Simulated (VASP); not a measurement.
# B3N2Cl (P6/mmm) in VASP: a series of runs

B3N2Cl is run at these levels: PBE; tasks: single point, relaxation of cell and atoms.

Program: VASP 6.6.1. These are calculated values, not measurements. Logs are shortened: lines on timing, memory, paths and dates and some standing lists are left out, and cuts for length are marked.

**1. The cell of the first run**

The structure is hexagonal, space group P6/mmm (No. 191). Conventional cell: a = 6.186 Å, b = 6.186 Å, c = 2.875 Å, α = 90.00°, β = 90.00°, γ = 120.00°. B (site symmetry -6m2) has 2 N at 1.44 Å within 1.9 Å. Within 1.9 Å of B (site symmetry 6/mmm) lie 2 Cl at 1.44 Å. N (site symmetry -6m2) has 2 B at 1.44 Å within 1.9 Å. Cl (site symmetry 6/mmm) has 2 B at 1.44 Å within 1.9 Å.

The cell was built from a structure type or drawn by symmetry, and may not be a known phase.

**2. Single point, PBE**

The input, INCAR:

```
PREC = Accurate ; ENCUT = 520
EDIFF = 1E-6 ; ISMEAR = 0
SIGMA = 0.1 ; LREAL = F
LASPH = T ; NELM = 100
ALGO = Normal ; ISIF = 2
LWAVE = F ; LCHARG = F
GGA = PE ; NBANDS = 22
```

The input, KPOINTS:

```
regular mesh
0
Gamma
  6 6 14
```

The input, POSCAR:

```
B3N2Cl
1.0
    6.1864932960      0.0000000000      0.0000000000
   -3.0932466480      5.3576603547      0.0000000000
    0.0000000000      0.0000000000      2.8752872347
B N Cl
3 2 1
Direct
    0.3333333333      0.6666666667      0.0000000000
    0.6666666667      0.3333333333      0.0000000000
    0.0000000000      0.0000000000      0.0000000000
    0.3333333333      0.6666666667      0.5000000000
    0.6666666667      0.3333333333      0.5000000000
    0.0000000000      0.0000000000      0.5000000000
```

Potentials or basis: VASP PAW PBE potentials, release 64 (B, N, Cl).

Command:

```
$ cat potpaw_PBE.64/B/POTCAR potpaw_PBE.64/N/POTCAR potpaw_PBE.64/Cl/POTCAR > POTCAR
$ mpirun -np 1 vasp_std > vasp.out
```

OUTCAR:

```text
PREC = Accurate
   ENCUT = 520
   EDIFF = 1E-6
   ISMEAR = 0
   LREAL = F
   LASPH = T
   NELM = 100
   ISIF = 2
   GGA = PE

 ion  position               nearest neighbor table
   1  0.333  0.667  0.000-   4 1.44   4 1.44
   2  0.667  0.333  0.000-   5 1.44   5 1.44
   3  0.000  0.000  0.000-   6 1.44   6 1.44
   4  0.333  0.667  0.500-   1 1.44   1 1.44
   5  0.667  0.333  0.500-   2 1.44   2 1.44
   6  0.000  0.000  0.500-   3 1.44   3 1.44

  LATTYP: Found a hexagonal cell.
 ALAT       =     6.1864932960
 C/A-ratio  =     0.4647685041

  Lattice vectors:

 A1 = (   6.1864932960,   0.0000000000,   0.0000000000)
 A2 = (  -3.0932466480,   5.3576603547,   0.0000000000)
 A3 = (   0.0000000000,   0.0000000000,   2.8752872347)

Analysis of symmetry for initial positions (statically):
=====================================================================
 Subroutine PRICEL returns:
 Original cell was already a primitive cell.

 Routine SETGRP: Setting up the symmetry group for a
 hexagonal supercell.

 Subroutine GETGRP returns: Found 24 space group operations
 (whereof 24 operations were pure point group operations)
 out of a pool of 24 trial point group operations.

The static configuration has the point symmetry D_6h.

Analysis of symmetry for dynamics (positions and initial velocities):
=====================================================================
 Subroutine PRICEL returns:
 Original cell was already a primitive cell.

 Routine SETGRP: Setting up the symmetry group for a
 hexagonal supercell.

 Subroutine GETGRP returns: Found 24 space group operations
 (whereof 24 operations were pure point group operations)
 out of a pool of 24 trial point group operations.

The dynamic configuration has the point symmetry D_6h.

 Subroutine INISYM returns: Found 24 space group operations
 (whereof 24 operations are pure point group operations),
 and found     1 'primitive' translations

----------------------------------------------------------------------------------------

                                     Primitive cell

  volume of cell :      95.3018

  direct lattice vectors                    reciprocal lattice vectors
     6.186493296  0.000000000  0.000000000     0.161642461  0.093324318  0.000000000
    -3.093246648  5.357660355  0.000000000     0.000000000  0.186648636  0.000000000
     0.000000000  0.000000000  2.875287235     0.000000000  0.000000000  0.347791340
[... 89 lines left out ...]
   LASPH  =      T    aspherical Exc in radial PAW
   ENCUT  =  520.0 eV  38.22 Ry    6.18 a.u.  11.50 11.50  5.35*2*pi/ulx,y,z
   NELM   =    100;   NELMIN=  2; NELMDL= -5     # of ELM steps
   EDIFF  = 0.1E-05   stopping-criterion for ELM
   LREAL  =      F    real-space projection
   EDIFFG = 0.1E-04   stopping-criterion for IOM
   NSW    =      0    number of steps for IOM
   IBRION =     -1    ionic relax: 0-MD 1-quasi-New 2-CG
   NFREE  =      0    steps in history (QN), initial steepest desc. (CG)
   ISIF   =      2    stress and relaxation
   ISYM   =      2    0-nonsym 1-usesym 2-fastsym
   POTIM  = 0.5000    time-step for ionic-motion
   TEBEG  =    0.0;   TEEND  =   0.0 temperature during run
   PSTRESS=    0.0 pullay stress
   NELECT =      26.0000    total number of electrons
   NUPDOWN=      -1.0000    fix difference up-down
   EMIN   =  10.00;   EMAX   =-10.00  energy-range for DOS
   EFERMI =   0.00;   METHOD = LEGACY
   ISMEAR =     0;   SIGMA  =   0.10  broadening in eV -4-tet -1-fermi 0-gaus
   EFERMI_NEDOS =   21; number of points for ismear=-14 and -15
   IALGO  =     38    algorithm
   IMIX   =      4    mixing-type and parameters
     AMIX     =   0.40;   BMIX     =  1.00
     AMIX_MAG =   1.60;   BMIX_MAG =  1.00
  volume/ion in A,a.u.               =      15.88       107.19
  Fermi-wavevector in a.u.,A,eV,Ry     =   1.061775  2.006463 15.338733  1.127365
  Thomas-Fermi vector in A             =   2.197202
   LORBIT       =      0    0 simple, 1 ext, 2 COOP (PROOUT), +10 PAW based schemes
   GGA     = PE    functional components
   LHFCALC =     F    Hartree Fock is set to
   AEXX    =    0.0000 exact exchange contribution
   IVDW    =     0    specifies the selected vdW correction
   LEPSILON=     F    determine dielectric tensor
   LRPA    =     F    only Hartree local field effects (RPA)
 non-spin polarized calculation
 Gauss-broadening in eV      SIGMA  =   0.10
  energy-cutoff  :      520.00
  volume of cell :       95.30
 maximum number of plane-waves:      2603
 NGX is ok and might be reduce to    48
   NGX = 23   NGY = 23   NGZ = 11

 number of electron      25.9999998 magnetization

 Free energy of the ion-electron system (eV)
  ---------------------------------------------------
  ext. energy  EPLUGINS =         0.00000000
  ---------------------------------------------------
  free energy    TOTEN  =       -31.70098875 eV

  energy without entropy =      -31.68677939  energy(sigma->0) =      -31.69388407

 E-fermi :   2.7216     XC(G=0):  -8.2611

 val. band max:        2.6843682564   @ k =   0.0000   0.0000   0.2857
 cond. band min:       2.7358882062   @ k =   0.5000   0.0000   0.5000
 fundamental gap:      0.0515199498
 Fermi energy:         2.7215705043

 k-point     1 :       0.0000    0.0000    0.0000
  band No.  band energies     occupation
      1     -19.6567      2.00000
      2     -14.5607      2.00000
      3     -14.3237      2.00000
      4     -10.5543      2.00000
      5      -6.9374      2.00000
      6      -6.9374      2.00000
[... 589 lines left out ...]
     21       7.7173      0.00000
     22       8.4728      0.00000

 [... further k-points ...]
[... 5 lines left out ...]
  --------------------------------------------------------------------------------------
  -------------------------------------------------------------------------------------
  Total       -0.0797919     -0.0797919     -0.5180170     -0.0000000      0.0000000      0.0000000
  in kB       -1.3414316     -1.3414316     -8.7087068     -0.0000000      0.0000000      0.0000000
  external PRESSURE =      -3.7971900 kB  Pullay stress =       0.0000000 kB

 VOLUME and BASIS-vectors are now :
 -----------------------------------------------------------------------------
  energy-cutoff  :      520.00
  volume of cell :       95.30
      direct lattice vectors                 reciprocal lattice vectors
     6.186493296  0.000000000  0.000000000     0.161642461  0.093324318  0.000000000
    -3.093246648  5.357660355  0.000000000     0.000000000  0.186648636  0.000000000
     0.000000000  0.000000000  2.875287235     0.000000000  0.000000000  0.347791340

 POSITION                                       TOTAL-FORCE (eV/Angst)
 -----------------------------------------------------------------------------------
     -0.00000      3.57177      0.00000        -0.000000     -0.000000     -0.000000
      3.09325      1.78589      0.00000         0.000000      0.000000      0.000000
      0.00000      0.00000      0.00000         0.000000     -0.000000      0.000000
     -0.00000      3.57177      1.43764        -0.000000     -0.000000      0.000000
      3.09325      1.78589      1.43764         0.000000      0.000000      0.000000
      0.00000      0.00000      1.43764         0.000000     -0.000000      0.000000
 -----------------------------------------------------------------------------------
    total drift:                               -0.000000      0.000000     -0.000000

  FREE ENERGIE OF THE ION-ELECTRON SYSTEM (eV)
  ---------------------------------------------------
  free  energy   TOTEN  =       -31.7009887513 eV

  energy  without entropy=      -31.6867793868  energy(sigma->0) =      -31.69388407
```

OSZICAR:

```text
N       E                     dE             d eps       ncg     rms          rms(c)
DAV:   1     0.122890881508E+03    0.12289E+03   -0.12182E+04  2464   0.103E+03
DAV:   2    -0.263691401688E+02   -0.14926E+03   -0.14330E+03  3164   0.220E+02
DAV:   3    -0.367103561099E+02   -0.10341E+02   -0.10200E+02  3218   0.604E+01
DAV:   4    -0.368521197698E+02   -0.14176E+00   -0.14153E+00  3026   0.795E+00
DAV:   5    -0.368543675943E+02   -0.22478E-02   -0.22475E-02  3312   0.937E-01    0.155E+01
DAV:   6    -0.321667050829E+02    0.46877E+01   -0.15384E+01  2998   0.206E+01    0.721E+00
DAV:   7    -0.318212005080E+02    0.34550E+00   -0.11151E+00  3274   0.648E+00    0.398E+00
DAV:   8    -0.317106908267E+02    0.11051E+00   -0.26827E-01  2898   0.267E+00    0.153E+00
DAV:   9    -0.317008376129E+02    0.98532E-02   -0.41960E-02  3474   0.104E+00    0.569E-01
DAV:  10    -0.317007738136E+02    0.63799E-04   -0.42142E-03  3142   0.362E-01    0.255E-01
DAV:  11    -0.317009638423E+02   -0.19003E-03   -0.16378E-03  3292   0.248E-01    0.669E-02
DAV:  12    -0.317009772024E+02   -0.13360E-04   -0.22626E-04  3084   0.878E-02    0.211E-02
DAV:  13    -0.317009888783E+02   -0.11676E-04   -0.25420E-05  3144   0.286E-02    0.594E-03
DAV:  14    -0.317009887513E+02    0.12700E-06   -0.29114E-06  2502   0.971E-03
   1 F= -.31700989E+02 E0= -.31693884E+02  d E =-.142094E-01
```

stdout:

```text
POSCAR found type information on POSCAR B N Cl
 POSCAR found :  3 types and       6 ions
 scaLAPACK will be used
 LDA part: xc-table for (Slater+PW92), standard interpolation
 POSCAR, INCAR and KPOINTS ok, starting setup
 FFT: planning ... GRIDC
 FFT: planning ... GRID_SOFT
 FFT: planning ... GRID
 WAVECAR not read
 entering main loop
```

Run time: 2 min. Hardware: 1 thread of Intel Xeon 8259CL, shared host; peak memory 0.28 GiB.

What came out:

- Free energy: -31.7010 eV
- Pressure: -0.4 GPa
- Band gap on the k mesh: zero (bands 13 and 14 overlap by 4.32 eV)

Levels at points of the mesh, in eV from the Fermi level:
```csv
k point,band 9,band 10,band 11,band 12,band 13,band 14,band 15,band 16,band 17,band 18
"(0.00, 0.00, 0.00)",-5.85,-5.85,-4.88,-4.88,0.29,1.77,3.57,5.08,5.08,5.42
"(0.50, 0.00, 0.00)",-5.76,-5.71,-5.13,-4.88,1.29,1.89,2.32,4.11,5.33,5.43
"(0.00, 0.00, 0.50)",-3.07,-3.07,-2.79,-2.79,-2.44,-2.44,-0.11,-0.11,1.37,1.37
"(0.50, 0.00, 0.50)",-3.03,-2.98,-2.88,-2.71,-2.60,-2.44,0.01,0.16,0.95,1.31
```

**3. Single point, PBE, collinear spin, ferromagnetic start**

This run uses another cell than the first one, of 13.33 Å³/atom.

The input, INCAR:

```
SYSTEM = B3N2Cl
PREC     = Accurate       ! precision mode
ENCUT    = 520            ! plane-wave cutoff, eV
EDIFF    = 1E-6           ! SCF threshold, eV
ISMEAR   = 0              ! smearing method
SIGMA    = 0.1            ! smearing width, eV
LREAL    = .False.        ! projectors in reciprocal space
LASPH    = .True.         ! aspherical terms in the spheres
NELM     = 150            ! most SCF steps
ALGO     = Normal         ! electronic algorithm
ISIF     = 2              ! what is computed and relaxed
LWAVE    = .False.        ! write WAVECAR
LCHARG   = .False.        ! write CHGCAR
ISPIN    = 2              ! spin polarisation
MAGMOM   = 0 0 0 1 1 0    ! initial moments
LORBIT   = 11             ! projections on sites
GGA      = PE             ! functional
NBANDS   = 26             ! bands
```

The input, KPOINTS:

```
Automatic mesh
0
Gamma
  6 6 6
  0 0 0
```

The input, POSCAR:

```
B3N2Cl
1.0
    5.1175501600      0.0000000000      0.0000000000
   -2.5587750800      4.4319284500      0.0000000000
    0.0000000000      0.0000000000      3.5262409300
B N Cl
3 2 1
Direct
    0.3333333300      0.6666666700      0.0000000000
    0.6666666700      0.3333333300      0.0000000000
    0.0000000000      0.0000000000      0.0000000000
    0.3333333300      0.6666666700      0.5000000000
    0.6666666700      0.3333333300      0.5000000000
    0.0000000000      0.0000000000      0.5000000000
```

Potentials or basis: VASP PAW PBE potentials, release 64 (B, N, Cl).

Command:

```
$ cat potpaw_PBE.64/B/POTCAR potpaw_PBE.64/N/POTCAR potpaw_PBE.64/Cl/POTCAR > POTCAR
$ mpirun -np 1 vasp_std > vasp.out
```

Run time: 5.6 min. Hardware: 1 thread of Intel Xeon 8259CL, shared host; peak memory 0.28 GiB.

Results (log left out):

```
Free energy                                           : -24.8972 eV
Pressure                                              : -24.5 GPa
Band gap on the k mesh                                : zero (filled and empty bands overlap)
Net moment                                            : -0.01 μB per cell
Valence electrons inside the program's atomic spheres : B 1.36, 1.67 (each value once); N 3.45; Cl 5.11
```

Stress tensor (GPa, compression positive):
```
  0.98   0.00   0.00
  0.00   0.98   0.00
  0.00   0.00 -75.52
```

Levels at points of the mesh, in eV from the Fermi level:
Spin up:
| k point | band 9 | band 10 | band 11 | band 12 | band 13 | band 14 | band 15 | band 16 | band 17 | band 18 |
| --- | --- | --- | --- | --- | --- | --- | --- | --- | --- | --- |
| (0.00, 0.00, 0.00) | -3.31 | -3.31 | -3.20 | -0.33 | -0.33 | 0.08 | 0.91 | 3.26 | 3.26 | 3.66 |
| (0.50, 0.00, 0.00) | -3.32 | -2.09 | -1.67 | -1.44 | -0.84 | -0.66 | 0.04 | 2.45 | 4.67 | 4.79 |
| (0.00, 0.00, 0.50) | -1.60 | -1.60 | -0.88 | -0.88 | 0.21 | 0.21 | 0.56 | 0.56 | 3.65 | 4.36 |
| (0.50, 0.00, 0.50) | -1.87 | -1.20 | -0.77 | -0.13 | -0.05 | 0.20 | 0.67 | 2.68 | 3.36 | 3.60 |
Spin down:
| k point | band 11 | band 12 | band 13 | band 14 | band 15 | band 16 |
| --- | --- | --- | --- | --- | --- | --- |
| (0.00, 0.00, 0.00) | -3.20 | -0.34 | -0.34 | 0.08 | 0.91 | 3.25 |
| (0.50, 0.00, 0.00) | -1.67 | -1.44 | -0.84 | -0.66 | 0.04 | 2.45 |
| (0.00, 0.00, 0.50) | -0.88 | -0.88 | 0.21 | 0.21 | 0.56 | 0.56 |
| (0.50, 0.00, 0.50) | -0.78 | -0.13 | -0.05 | 0.19 | 0.67 | 2.68 |

Caveat: the cell stands under tension.

(Continued in part 2 of 2.)
